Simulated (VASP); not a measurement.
# GaAs (P4_322) in VASP: relaxation of cell and atoms with PBE

Aim: the relaxation of cell and atoms of GaAs with PBE.

All numbers are computed with VASP 6.6.1; they aren't measurements. Logs are shortened: lines on timing, memory, paths and dates and some standing lists are left out, and cuts for length are marked.

### 1 The cell of the first run

The typed cell holds 8 atoms: a = 3.806 Å, b = 3.806 Å, c = 10.820 Å, α = 90.00°, β = 90.00°, γ = 90.00°.

The cell was built from a structure type or drawn by symmetry, and may not be a known phase.

### 2 Relaxation of cell and atoms, PBE

The input, INCAR:

```
ALGO = Fast
EDIFF = 1E-7
EDIFFG = -0.01
ENCUT = 600
GGA = PE
IBRION = 2
ISIF = 3
ISMEAR = 0
LASPH = True
LCHARG = False
LREAL = False
LWAVE = False
NELM = 80
NSW = 100
PREC = Accurate
SIGMA = 0.1
```

The input, KPOINTS:

```
k-points
0
Gamma
  10 10 4
```

The input, POSCAR:

```
GaAs
1.0
    3.8058447937      0.0000000000      0.0000000000
    0.0000000000      3.8058447937      0.0000000000
    0.0000000000      0.0000000000     10.8203457019
Ga As
4 4
Direct
   -0.0002949730      0.5000000000      0.2500000000
    0.5000000000      1.0002949730      0.5000000000
    0.5000000000     -0.0002949730      0.0000000000
    1.0002949730      0.5000000000      0.7500000000
    0.0000000000      0.5001815606      0.5000000000
    0.4998184394      0.0000000000      0.2500000000
    0.5001815606      0.0000000000      0.7500000000
    0.0000000000      0.4998184394      0.0000000000
```

Potentials or basis: VASP PAW PBE potentials, release 64 (Ga_d, As).

Launch:

```
cat potpaw_PBE.64/Ga_d/POTCAR potpaw_PBE.64/As/POTCAR > POTCAR
mpirun -np 1 vasp_std > vasp.out
```

OUTCAR:

```text
EDIFF = 1E-7
   EDIFFG = -0.01
   ENCUT = 600
   GGA = PE
   IBRION = 2
   ISIF = 3
   ISMEAR = 0
   LASPH = True
   LREAL = False
   NELM = 80
   NSW = 100
   PREC = Accurate

 ion  position               nearest neighbor table
   1  1.000  0.500  0.250-   6 2.69   6 2.69   6 2.69   6 2.69   8 2.71   5 2.71
   2  0.500  0.000  0.500-   5 2.69   5 2.69   5 2.69   5 2.69   7 2.71   6 2.71
   3  0.500  1.000  0.000-   8 2.69   8 2.69   8 2.69   8 2.69   7 2.71   6 2.71
   4  0.000  0.500  0.750-   7 2.69   7 2.69   7 2.69   7 2.69   8 2.71   5 2.71
   5  0.000  0.500  0.500-   2 2.69   2 2.69   2 2.69   2 2.69   1 2.71   4 2.71
   6  0.500  0.000  0.250-   1 2.69   1 2.69   1 2.69   1 2.69   3 2.71   2 2.71
   7  0.500  0.000  0.750-   4 2.69   4 2.69   4 2.69   4 2.69   2 2.71   3 2.71
   8  0.000  0.500  0.000-   3 2.69   3 2.69   3 2.69   3 2.69   4 2.71   1 2.71

  LATTYP: Found a simple tetragonal cell.
 ALAT       =     3.8058447937
 C/A-ratio  =     2.8430864337

  Lattice vectors:

 A1 = (   3.8058447937,   0.0000000000,   0.0000000000)
 A2 = (   0.0000000000,   3.8058447937,   0.0000000000)
 A3 = (   0.0000000000,   0.0000000000,  10.8203457019)

Analysis of symmetry for initial positions (statically):
=====================================================================
 Subroutine PRICEL returns:
 Original cell was already a primitive cell.

 Routine SETGRP: Setting up the symmetry group for a
 simple tetragonal supercell.

 Subroutine GETGRP returns: Found  8 space group operations
 (whereof  2 operations were pure point group operations)
 out of a pool of 16 trial point group operations.

The static configuration has the point symmetry C_2 .
 The point group associated with its full space group is D_4 .

Analysis of symmetry for dynamics (positions and initial velocities):
=====================================================================
 Subroutine PRICEL returns:
 Original cell was already a primitive cell.

 Routine SETGRP: Setting up the symmetry group for a
 simple tetragonal supercell.

 Subroutine GETGRP returns: Found  8 space group operations
 (whereof  2 operations were pure point group operations)
 out of a pool of 16 trial point group operations.

The dynamic configuration has the point symmetry C_2 .
 The point group associated with its full space group is D_4 .

 Subroutine INISYM returns: Found  8 space group operations
 (whereof  2 operations are pure point group operations),
 and found     1 'primitive' translations

----------------------------------------------------------------------------------------

                                     Primitive cell

  volume of cell :     156.7268

  direct lattice vectors                    reciprocal lattice vectors
     3.805844794  0.000000000  0.000000000     0.262753752  0.000000000  0.000000000
     0.000000000  3.805844794  0.000000000     0.000000000  0.262753752  0.000000000
     0.000000000  0.000000000 10.820345702     0.000000000  0.000000000  0.092418489

  length of vectors
     3.805844794  3.805844794 10.820345702     0.262753752  0.262753752  0.092418489

  position of ions in fractional coordinates (direct lattice)
     0.999705027  0.500000000  0.250000000
     0.500000000  0.000294973  0.500000000
     0.500000000  0.999705027  0.000000000
     0.000294973  0.500000000  0.750000000
     0.000000000  0.500181561  0.500000000
     0.499818439  0.000000000  0.250000000
     0.500181561  0.000000000  0.750000000
     0.000000000  0.499818439  0.000000000

  ion indices of the primitive-cell ions
   primitive index   ion index
                 1           1
                 2           2
                 3           3
                 4           4
                 5           5
                 6           6
                 7           7
                 8           8

----------------------------------------------------------------------------------------

 KPOINTS: k-points

Automatic generation of k-mesh.
 Grid dimensions read from file:
 generate k-points for:   10   10    4

 Generating k-lattice:

  Cartesian coordinates                     Fractional coordinates (reciprocal lattice)
     0.026275375  0.000000000  0.000000000     0.100000000  0.000000000  0.000000000
     0.000000000  0.026275375  0.000000000     0.000000000  0.100000000  0.000000000
     0.000000000  0.000000000  0.023104622     0.000000000  0.000000000  0.250000000

  Length of vectors
     0.026275375  0.026275375  0.023104622
[... 46 lines left out ...]
   ISTART =      0    job   : 0-new  1-cont  2-samecut
   ICHARG =      2    charge: 1-file 2-atom 10-const
   ISPIN  =      1    spin polarized calculation?
   LNONCOLLINEAR =      F non collinear calculations
   LSORBIT =      F    spin-orbit coupling
   LASPH  =      T    aspherical Exc in radial PAW
   ENCUT  =  600.0 eV  44.10 Ry    6.64 a.u.   7.60  7.60 21.61*2*pi/ulx,y,z
   NELM   =     80;   NELMIN=  2; NELMDL= -5     # of ELM steps
   EDIFF  = 0.1E-06   stopping-criterion for ELM
   LREAL  =      F    real-space projection
   EDIFFG = -.1E-01   stopping-criterion for IOM
   NSW    =    100    number of steps for IOM
   IBRION =      2    ionic relax: 0-MD 1-quasi-New 2-CG
   NFREE  =      1    steps in history (QN), initial steepest desc. (CG)
   ISIF   =      3    stress and relaxation
   ISYM   =      2    0-nonsym 1-usesym 2-fastsym
   POTIM  = 0.5000    time-step for ionic-motion
   TEBEG  =    0.0;   TEEND  =   0.0 temperature during run
   PSTRESS=    0.0 pullay stress
   NELECT =      72.0000    total number of electrons
   NUPDOWN=      -1.0000    fix difference up-down
   EMIN   =  10.00;   EMAX   =-10.00  energy-range for DOS
   EFERMI =   0.00;   METHOD = LEGACY
   ISMEAR =     0;   SIGMA  =   0.10  broadening in eV -4-tet -1-fermi 0-gaus
   EFERMI_NEDOS =   21; number of points for ismear=-14 and -15
   IALGO  =     68    algorithm
   IMIX   =      4    mixing-type and parameters
     AMIX     =   0.40;   BMIX     =  1.00
     AMIX_MAG =   1.60;   BMIX_MAG =  1.00
  volume/ion in A,a.u.               =      19.59       132.21
  Fermi-wavevector in a.u.,A,eV,Ry     =   1.263197  2.387097 21.710378  1.595668
  Thomas-Fermi vector in A             =   2.396567
   LORBIT       =      0    0 simple, 1 ext, 2 COOP (PROOUT), +10 PAW based schemes
   GGA     = PE    functional components
   LHFCALC =     F    Hartree Fock is set to
   AEXX    =    0.0000 exact exchange contribution
   IVDW    =     0    specifies the selected vdW correction
   LEPSILON=     F    determine dielectric tensor
   LRPA    =     F    only Hartree local field effects (RPA)
 conjugate gradient relaxation of ions
 non-spin polarized calculation
 RMM-DIIS sequential band-by-band and
 Gauss-broadening in eV      SIGMA  =   0.10
  energy-cutoff  :      600.00
  volume of cell :      156.73
 maximum number of plane-waves:      5262
   NGX = 15   NGY = 15   NGZ = 43

--------------------------------------- Ionic step        1  -------------------------------------------

 number of electron      72.0000056 magnetization

 Free energy of the ion-electron system (eV)
  ---------------------------------------------------
  ext. energy  EPLUGINS =         0.00000000
  ---------------------------------------------------
  free energy    TOTEN  =       -30.52031260 eV

  energy without entropy =      -30.49362105  energy(sigma->0) =      -30.50696682

------------------------ aborting loop because EDIFF is reached ----------------------------------------

  FORCE on cell =-STRESS in cart. coord.  units (eV):
  Direction    XX          YY          ZZ          XY          YZ          ZX
  --------------------------------------------------------------------------------------
  -------------------------------------------------------------------------------------
  Total        0.1335526      0.1335526      0.1671548      0.0000000      0.0000000      0.0000000
  in kB        1.3652729      1.3652729      1.7087797      0.0000000      0.0000000      0.0000000
  external PRESSURE =       1.4797752 kB  Pullay stress =       0.0000000 kB

 VOLUME and BASIS-vectors are now :
 -----------------------------------------------------------------------------
  energy-cutoff  :      600.00
  volume of cell :      156.73
      direct lattice vectors                 reciprocal lattice vectors
     3.805844794  0.000000000  0.000000000     0.262753752  0.000000000  0.000000000
     0.000000000  3.805844794  0.000000000     0.000000000  0.262753752  0.000000000
     0.000000000  0.000000000 10.820345702     0.000000000  0.000000000  0.092418489

 POSITION                                       TOTAL-FORCE (eV/Angst)
 -----------------------------------------------------------------------------------
      3.80472      1.90292      2.70509         0.000863      0.000000      0.000000
      1.90292      0.00112      5.41017         0.000000     -0.000863     -0.000000
      1.90292      3.80472      0.00000         0.000000      0.000863     -0.000000
      0.00112      1.90292      8.11526        -0.000863     -0.000000      0.000000
      0.00000      1.90361      5.41017         0.000000      0.000342      0.000000
      1.90223      0.00000      2.70509        -0.000342      0.000000      0.000000
      1.90361      0.00000      8.11526         0.000342      0.000000      0.000000
      0.00000      1.90223      0.00000         0.000000     -0.000342      0.000000
 -----------------------------------------------------------------------------------
    total drift:                                0.000000     -0.000000     -0.000000

  FREE ENERGIE OF THE ION-ELECTRON SYSTEM (eV)
  ---------------------------------------------------
  free  energy   TOTEN  =       -30.5203125960 eV

  energy  without entropy=      -30.4936210451  energy(sigma->0) =      -30.50696682

--------------------------------------- Ionic step        2  -------------------------------------------

 number of electron      72.0000055 magnetization

 Free energy of the ion-electron system (eV)
  ---------------------------------------------------
  ext. energy  EPLUGINS =         0.00000000
  ---------------------------------------------------
  free energy    TOTEN  =       -30.52044922 eV

  energy without entropy =      -30.49363951  energy(sigma->0) =      -30.50704436

 E-fermi :   5.1783     XC(G=0): -10.5890

 val. band max:        5.1648499031   @ k =   0.5000   0.0000   0.2500
 cond. band min:       5.1801671011   @ k =   0.1000   0.1000   0.2500
 fundamental gap:      0.0153171981
 Fermi energy:         5.1782639147

 k-point     1 :       0.0000    0.0000    0.0000
  band No.  band energies     occupation
      1      -9.7470      2.00000
      2      -9.6517      2.00000
      3      -9.6517      2.00000
      4      -9.5878      2.00000
      5      -9.5854      2.00000
      6      -9.5850      2.00000
[... 1093 lines left out ...]
     42      10.5363      0.00000
     43      10.6260      0.00000

 [... further k-points ...]

------------------------ aborting loop because EDIFF is reached ----------------------------------------

  FORCE on cell =-STRESS in cart. coord.  units (eV):
  Direction    XX          YY          ZZ          XY          YZ          ZX
  --------------------------------------------------------------------------------------
  -------------------------------------------------------------------------------------
  Total       -0.0431581     -0.0431581     -0.0248470      0.0000000      0.0000000      0.0000000
  in kB       -0.4400405     -0.4400405     -0.2533405      0.0000000      0.0000000      0.0000000
  external PRESSURE =      -0.3778071 kB  Pullay stress =       0.0000000 kB

 VOLUME and BASIS-vectors are now :
 -----------------------------------------------------------------------------
  energy-cutoff  :      600.00
  volume of cell :      157.14
      direct lattice vectors                 reciprocal lattice vectors
     3.808909892  0.000000000  0.000000000     0.262542310  0.000000000  0.000000000
     0.000000000  3.808909892  0.000000000     0.000000000  0.262542310 -0.000000000
    -0.000000000  0.000000000 10.831252597     0.000000000  0.000000000  0.092325425

 POSITION                                       TOTAL-FORCE (eV/Angst)
 -----------------------------------------------------------------------------------
      3.80783      1.90445      2.70781         0.000363     -0.000000      0.000000
      1.90445      0.00108      5.41563         0.000000     -0.000363      0.000000
      1.90445      3.80783     10.83125         0.000000      0.000363      0.000000
      0.00108      1.90445      8.12344        -0.000363      0.000000     -0.000000
     -0.00000      1.90516      5.41563         0.000000      0.000220      0.000000
      1.90375      0.00000      2.70781        -0.000220      0.000000      0.000000
      1.90516      0.00000      8.12344         0.000220     -0.000000     -0.000000
     -0.00000      1.90375      0.00000         0.000000     -0.000220     -0.000000
 -----------------------------------------------------------------------------------
    total drift:                                0.000000     -0.000000     -0.000000

  FREE ENERGIE OF THE ION-ELECTRON SYSTEM (eV)
  ---------------------------------------------------
  free  energy   TOTEN  =       -30.5204492178 eV

  energy  without entropy=      -30.4936395057  energy(sigma->0) =      -30.50704436

 reached required accuracy - stopping structural energy minimisation
```

Run time: 26 min. Hardware: 1 thread of Oxide Virtual Turin-like, shared host; peak memory 0.52 GiB.

What came out:

```yaml
Free_energy: -30.5204 eV
Relaxed_volume: 19.64 Å³/atom
Relaxed_cell: a = 3.809 Å, b = 3.809 Å, c = 10.831 Å, α = 90.00°, β = 90.00°, γ = 90.00°
Space_group_after_relaxing_to_0.1_Å: Fm-3m (No. 225)
Energy_gained_by_relaxing: 0.0 meV/atom
Ionic_steps: 2
Pressure_after_relaxing: 0.0 GPa
Band_gap_on_the_k_mesh: zero (bands 36 and 37 overlap by 3.00 eV)
```

Step by step:
```
step  energy change (eV)  largest force (eV/Å)  pressure (GPa)  volume (Å³)
   1              0.0000                0.0009            0.15       156.73
   2             -0.0001                0.0004           -0.04       157.14
```

Final structure:
```xyz
8
Lattice="3.8089 0.0000 0.0000 0.0000 3.8089 0.0000 0.0000 0.0000 10.8313" Properties=species:S:1:pos:R:3 pbc="T T T"
Ga    3.8078    1.9045    2.7078
Ga    1.9045    0.0011    5.4156
Ga    1.9045    3.8078   10.8313
Ga    0.0011    1.9045    8.1234
As    0.0000    1.9052    5.4156
As    1.9037    0.0000    2.7078
As    1.9052    0.0000    8.1234
As    0.0000    1.9037    0.0000
```
